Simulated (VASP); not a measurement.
# BN in VASP: notebook

Runs on BN. Level: PBE. Tasks: single point.

Program: VASP 6.6.1. These are calculated values, not measurements. Logs are shortened: lines on timing, memory, paths and dates and some standing lists are left out, and cuts for length are marked.

**1. The cell of the first run**

The typed cell holds 4 atoms: a = 2.512 Å, b = 2.512 Å, c = 7.855 Å, α = 90.00°, β = 90.00°, γ = 120.00°.

**2. Single point, PBE**

Input file INCAR:

```
SYSTEM = BN
ALGO = Normal
EDIFF = 1E-7
ENCUT = 520
GGA = PE
ISIF = 2
ISMEAR = 0
LASPH = .TRUE.
LCHARG = .FALSE.
LREAL = .FALSE.
LWAVE = .FALSE.
NBANDS = 16
NELM = 100
PREC = Accurate
SIGMA = 0.1
```

Input file KPOINTS:

```
k-points
0
G
  6 6 4
  0 0 0
```

Input file POSCAR:

```
BN
1.0
    2.5121118924      0.0000000029      0.0000000000
   -1.2560559487      2.1755527145      0.0000000000
    0.0000000000      0.0000000000      7.8552204390
B N
2 2
Direct
    0.0000000000      0.0000000000      0.9998574584
    0.3333333333      0.6666666667      0.5001500875
    0.3333333333      0.6666666667     -0.0001587564
    0.6666666667      0.3333333333      0.5001512004
```

Potentials or basis: VASP PAW PBE potentials, release 64 (B, N).

Launch:

```sh
> cat potpaw_PBE.64/B/POTCAR potpaw_PBE.64/N/POTCAR > POTCAR
> mpirun -np 1 vasp_std > vasp.out
```

OUTCAR:

```text
SYSTEM = BN
   EDIFF = 1E-7
   ENCUT = 520
   GGA = PE
   ISIF = 2
   ISMEAR = 0
   LASPH = .TRUE.
   LREAL = .FALSE.
   NELM = 100
   PREC = Accurate

 ion  position               nearest neighbor table
   1  0.000  0.000  1.000-   3 1.45   3 1.45   3 1.45
   2  0.333  0.667  0.500-   4 1.45   4 1.45   4 1.45
   3  0.333  0.667  1.000-   1 1.45   1 1.45   1 1.45
   4  0.667  0.333  0.500-   2 1.45   2 1.45   2 1.45

  LATTYP: Found a hexagonal cell.
 ALAT       =     2.5121118924
 C/A-ratio  =     3.1269389165

  Lattice vectors:

 A1 = (   2.5121118924,   0.0000000029,   0.0000000000)
 A2 = (  -1.2560559487,   2.1755527145,   0.0000000000)
 A3 = (   0.0000000000,   0.0000000000,   7.8552204390)

Analysis of symmetry for initial positions (statically):
=====================================================================
 Subroutine PRICEL returns:
 Original cell was already a primitive cell.

 Routine SETGRP: Setting up the symmetry group for a
 hexagonal supercell.

 Subroutine GETGRP returns: Found  6 space group operations
 (whereof  6 operations were pure point group operations)
 out of a pool of 24 trial point group operations.

The static configuration has the point symmetry C_3v.

Analysis of symmetry for dynamics (positions and initial velocities):
=====================================================================
 Subroutine PRICEL returns:
 Original cell was already a primitive cell.

 Routine SETGRP: Setting up the symmetry group for a
 hexagonal supercell.

 Subroutine GETGRP returns: Found  6 space group operations
 (whereof  6 operations were pure point group operations)
 out of a pool of 24 trial point group operations.

The dynamic configuration has the point symmetry C_3v.

 Subroutine INISYM returns: Found  6 space group operations
 (whereof  6 operations are pure point group operations),
 and found     1 'primitive' translations

----------------------------------------------------------------------------------------

                                     Primitive cell

  volume of cell :      42.9306

  direct lattice vectors                    reciprocal lattice vectors
     2.512111892  0.000000003  0.000000000     0.398071440  0.229826654  0.000000000
    -1.256055949  2.175552715  0.000000000    -0.000000001  0.459653307  0.000000000
     0.000000000  0.000000000  7.855220439     0.000000000  0.000000000  0.127303875

  length of vectors
     2.512111892  2.512111892  7.855220439     0.459653307  0.459653307  0.127303875

  position of ions in fractional coordinates (direct lattice)
     0.000000000  0.000000000  0.999857458
     0.333333333  0.666666667  0.500150088
     0.333333333  0.666666667  0.999841244
     0.666666667  0.333333333  0.500151200

  ion indices of the primitive-cell ions
   primitive index   ion index
                 1           1
                 2           2
                 3           3
                 4           4

----------------------------------------------------------------------------------------

 KPOINTS: k-points

Automatic generation of k-mesh.
 Grid dimensions read from file:
 generate k-points for:    6    6    4

 Generating k-lattice:

  Cartesian coordinates                     Fractional coordinates (reciprocal lattice)
     0.066345240  0.038304442  0.000000000     0.166666667  0.000000000  0.000000000
    -0.000000000  0.076608884  0.000000000     0.000000000  0.166666667  0.000000000
     0.000000000  0.000000000  0.031825969     0.000000000  0.000000000  0.250000000

  Length of vectors
     0.076608884  0.076608884  0.031825969

  Shift w.r.t. Gamma in fractional coordinates (k-lattice)
     0.000000000  0.000000000  0.000000000

 Subroutine IBZKPT returns following result:
 ===========================================

 Found     24 irreducible k-points:

 Following reciprocal coordinates:
            Coordinates               Weight
  0.000000  0.000000  0.000000      1.000000
  0.166667 -0.000000  0.000000      6.000000
  0.333333 -0.000000  0.000000      6.000000
  0.500000 -0.000000  0.000000      3.000000
  0.166667  0.166667  0.000000      6.000000
  0.333333  0.166667  0.000000     12.000000
[... 16 lines left out ...]
  0.333333  0.166667  0.500000     12.000000
  0.333333  0.333333  0.500000      2.000000
   k-points           NKPTS =     24   k-points in BZ     NKDIM =     24   number of bands    NBANDS=     16
   number of dos      NEDOS =    301   number of ions     NIONS =      4
   total plane-waves  NPLWV =  24000
   dimension x,y,z NGX =    20 NGY =   20 NGZ =   60
   dimension x,y,z NGXF=    40 NGYF=   40 NGZF=  120
   ions per type =               2   2
   NGX,Y,Z   is equivalent  to a cutoff of  13.24, 13.24, 12.70 a.u.
   NGXF,Y,Z  is equivalent  to a cutoff of  26.47, 26.47, 25.40 a.u.
 SYSTEM =  BN
   PREC   = accura    normal or accurate (medium, high low for compatibility)
   ISTART =      0    job   : 0-new  1-cont  2-samecut
   ICHARG =      2    charge: 1-file 2-atom 10-const
   ISPIN  =      1    spin polarized calculation?
   LNONCOLLINEAR =      F non collinear calculations
   LSORBIT =      F    spin-orbit coupling
   LASPH  =      T    aspherical Exc in radial PAW
   ENCUT  =  520.0 eV  38.22 Ry    6.18 a.u.   4.67  4.67 14.61*2*pi/ulx,y,z
   NELM   =    100;   NELMIN=  2; NELMDL= -5     # of ELM steps
   EDIFF  = 0.1E-06   stopping-criterion for ELM
   LREAL  =      F    real-space projection
   EDIFFG = 0.1E-05   stopping-criterion for IOM
   NSW    =      0    number of steps for IOM
   IBRION =     -1    ionic relax: 0-MD 1-quasi-New 2-CG
   NFREE  =      0    steps in history (QN), initial steepest desc. (CG)
   ISIF   =      2    stress and relaxation
   ISYM   =      2    0-nonsym 1-usesym 2-fastsym
   POTIM  = 0.5000    time-step for ionic-motion
   TEBEG  =    0.0;   TEEND  =   0.0 temperature during run
   PSTRESS=    0.0 pullay stress
   NELECT =      16.0000    total number of electrons
   NUPDOWN=      -1.0000    fix difference up-down
   EMIN   =  10.00;   EMAX   =-10.00  energy-range for DOS
   EFERMI =   0.00;   METHOD = LEGACY
   ISMEAR =     0;   SIGMA  =   0.10  broadening in eV -4-tet -1-fermi 0-gaus
   EFERMI_NEDOS =   21; number of points for ismear=-14 and -15
   IALGO  =     38    algorithm
   IMIX   =      4    mixing-type and parameters
     AMIX     =   0.40;   BMIX     =  1.00
     AMIX_MAG =   1.60;   BMIX_MAG =  1.00
  volume/ion in A,a.u.               =      10.73        72.43
  Fermi-wavevector in a.u.,A,eV,Ry     =   1.178128  2.226339 18.884693  1.387986
  Thomas-Fermi vector in A             =   2.314462
   LORBIT       =      0    0 simple, 1 ext, 2 COOP (PROOUT), +10 PAW based schemes
   GGA     = PE    functional components
   LHFCALC =     F    Hartree Fock is set to
   AEXX    =    0.0000 exact exchange contribution
   IVDW    =     0    specifies the selected vdW correction
   LEPSILON=     F    determine dielectric tensor
   LRPA    =     F    only Hartree local field effects (RPA)
 non-spin polarized calculation
 Gauss-broadening in eV      SIGMA  =   0.10
  energy-cutoff  :      520.00
  volume of cell :       42.93
 maximum number of plane-waves:      1182
 NGX is ok and might be reduce to    20

 number of electron      15.9999998 magnetization

 Free energy of the ion-electron system (eV)
  ---------------------------------------------------
  ext. energy  EPLUGINS =         0.00000000
  ---------------------------------------------------
  free energy    TOTEN  =       -35.20386538 eV

  energy without entropy =      -35.20386538  energy(sigma->0) =      -35.20386538

 E-fermi :   1.5002     XC(G=0):  -8.9593

 val. band max:        1.0097725509   @ k =   0.3333   0.3333   0.5000
 cond. band min:       5.5340076613   @ k =   0.0000   0.0000   0.0000
 fundamental gap:      4.5242351104
 Fermi energy:         1.5001612564

 k-point     1 :       0.0000    0.0000    0.0000
  band No.  band energies     occupation
      1     -16.6474      2.00000
      2     -16.5731      2.00000
      3      -4.6141      2.00000
      4      -3.7471      2.00000
      5      -0.3578      2.00000
      6      -0.3578      2.00000
[... 8 lines left out ...]
     15      12.5279      0.00000
     16      13.5889      0.00000

 k-point     2 :       0.1667   -0.0000    0.0000
  band No.  band energies     occupation
      1     -16.1216      2.00000
      2     -16.0522      2.00000
      3      -3.8915      2.00000
      4      -3.0664      2.00000
      5      -2.3215      2.00000
      6      -2.2965      2.00000
[... 8 lines left out ...]
     15      14.2621      0.00000
     16      14.6811      0.00000

 k-point     3 :       0.3333   -0.0000    0.0000
  band No.  band energies     occupation
      1     -14.7089      2.00000
      2     -14.6562      2.00000
      3      -5.8691      2.00000
      4      -5.8361      2.00000
      5      -2.5808      2.00000
      6      -2.5580      2.00000
[... 8 lines left out ...]
     15      15.9921      0.00000
     16      18.3485      0.00000

 k-point     4 :       0.5000   -0.0000    0.0000
  band No.  band energies     occupation
      1     -13.5661      2.00000
      2     -13.5398      2.00000
      3      -7.8686      2.00000
      4      -7.8288      2.00000
      5      -3.1291      2.00000
      6      -3.1059      2.00000
[... 8 lines left out ...]
     15      15.4005      0.00000
     16      16.7949      0.00000
[... 324 lines left out ...]
 k-point    22 :       0.1667    0.1667    0.5000
  band No.  band energies     occupation
      1     -15.1198      2.00000
      2     -15.0999      2.00000
      3      -4.5144      2.00000
      4      -4.4950      2.00000
      5      -2.9185      2.00000
      6      -2.8990      2.00000
[... 8 lines left out ...]
     15      15.1477      0.00000
     16      15.1613      0.00000

 k-point    23 :       0.3333    0.1667    0.5000
  band No.  band energies     occupation
      1     -13.6535      2.00000
      2     -13.6331      2.00000
      3      -7.0376      2.00000
      4      -7.0185      2.00000
      5      -4.2997      2.00000
      6      -4.2800      2.00000
[... 8 lines left out ...]
     15      15.6037      0.00000
     16      16.4284      0.00000

 k-point    24 :       0.3333    0.3333    0.5000
  band No.  band energies     occupation
      1     -12.9893      2.00000
      2     -12.9687      2.00000
      3      -6.8631      2.00000
      4      -6.8444      2.00000
      5      -6.1610      2.00000
      6      -6.1415      2.00000
[... 8 lines left out ...]
     15      15.8748      0.00000
     16      16.2627      0.00000

------------------------ aborting loop because EDIFF is reached ----------------------------------------

  FORCE on cell =-STRESS in cart. coord.  units (eV):
  Direction    XX          YY          ZZ          XY          YZ          ZX
  --------------------------------------------------------------------------------------
  -------------------------------------------------------------------------------------
  Total        0.0318214      0.0318214      0.0341960      0.0000000      0.0000000      0.0000000
  in kB        1.1875814      1.1875814      1.2762000      0.0000000      0.0000000      0.0000000
  external PRESSURE =       1.2171209 kB  Pullay stress =       0.0000000 kB

 VOLUME and BASIS-vectors are now :
 -----------------------------------------------------------------------------
  energy-cutoff  :      520.00
  volume of cell :       42.93
      direct lattice vectors                 reciprocal lattice vectors
     2.512111892  0.000000003  0.000000000     0.398071440  0.229826654  0.000000000
    -1.256055949  2.175552715  0.000000000    -0.000000001  0.459653307  0.000000000
     0.000000000  0.000000000  7.855220439     0.000000000  0.000000000  0.127303875

 POSITION                                       TOTAL-FORCE (eV/Angst)
 -----------------------------------------------------------------------------------
      0.00000      0.00000      7.85410         0.000000     -0.000000     -0.001670
     -0.00000      1.45037      3.92879        -0.000000      0.000000      0.000144
     -0.00000      1.45037      7.85397        -0.000000      0.000000      0.001852
      1.25606      0.72518      3.92880        -0.000000      0.000000     -0.000325
 -----------------------------------------------------------------------------------
    total drift:                                0.000001     -0.000000      0.000000

  FREE ENERGIE OF THE ION-ELECTRON SYSTEM (eV)
  ---------------------------------------------------
  free  energy   TOTEN  =       -35.2038653760 eV

  energy  without entropy=      -35.2038653760  energy(sigma->0) =      -35.20386538
```

It took 31 s on 1 thread of Intel Xeon 8259CL, shared host; peak memory 0.15 GiB.

Results:

```yaml
Free_energy: -35.2039 eV
Pressure: 0.1 GPa
Band_gap_on_the_k_mesh: 4.52 eV (least direct gap 4.62 eV)
```

Caveat: the k points lie up to 0.48 Å⁻¹ apart; this functional lacks dispersion, which binds the layers, so the pressure and a relaxed spacing across them are unreliable.

**3. Single point, PBE**

This run uses another cell than the first one: it holds 8 atoms, not 4.

Input file INCAR:

```
PREC     = Accurate       # precision mode
ENCUT    = 520            # plane-wave cutoff, eV
EDIFF    = 1E-7           # SCF threshold, eV
ISMEAR   = 0              # smearing method
SIGMA    = 0.1            # smearing width, eV
LREAL    = F              # projectors in reciprocal space
LASPH    = T              # aspherical terms in the spheres
NELM     = 80             # most SCF steps
ALGO     = Normal         # electronic algorithm
ISIF     = 2              # what is computed and relaxed
LWAVE    = F              # write WAVECAR
LCHARG   = F              # write CHGCAR
GGA      = PE             # functional
NBANDS   = 26             # bands
```

Input file KPOINTS:

```
Automatic mesh
0
Gamma
  6 6 1
```

Input file POSCAR:

```
BN
1.0
    2.5121490623      0.0000000000      0.0000000000
   -1.2560745311      2.1755849060      0.0000000000
    0.0000000000      0.0000000000     16.7037934110
B N
4 4
Direct
    0.0000000000      0.0000000000      0.2500000000
    0.0000000000      0.0000000000      0.7500000000
    0.3333333333      0.6666666667      0.0000000000
    0.3333333333      0.6666666667      0.5000000000
    0.3333333333      0.6666666667      0.2500000000
    0.3333333333      0.6666666667      0.7500000000
    0.6666666667      0.3333333333      0.0000000000
    0.6666666667      0.3333333333      0.5000000000
```

Potentials or basis: VASP PAW PBE potentials, release 64 (B, N).

Launch:

```sh
> cat potpaw_PBE.64/B/POTCAR potpaw_PBE.64/N/POTCAR > POTCAR
> mpirun -np 1 vasp_std > vasp.out
```

Wall time 42 s (1 thread of Intel Xeon 8259CL, shared host); peak memory 0.2 GiB.

Results (log left out):

```yaml
Free_energy: -70.4127 eV
Pressure: 0.0 GPa
Band_gap_on_the_k_mesh: 4.39 eV
```

Stress tensor (GPa, compression positive):
```
 0.10  0.00  0.00
 0.00  0.10  0.00
 0.00  0.00 -0.07
```

Levels at points of the mesh, in eV from the valence-band top:
```
           k point  band 13  band 14  band 15  band 16  band 17  band 18  band 19  band 20
(0.00, 0.00, 0.00)    -1.35    -1.35    -1.35    -1.35     4.39     5.67     5.67     7.74
(0.50, 0.00, 0.00)    -0.98    -0.91    -0.90    -0.84     4.59     4.76     4.76     4.99
```

Caveat: the k points lie up to 0.48 Å⁻¹ apart; an odd mesh through Γ misses points on the zone boundary, where band edges can lie; this functional lacks dispersion, which binds the layers, so the pressure and a relaxed spacing across them are unreliable.
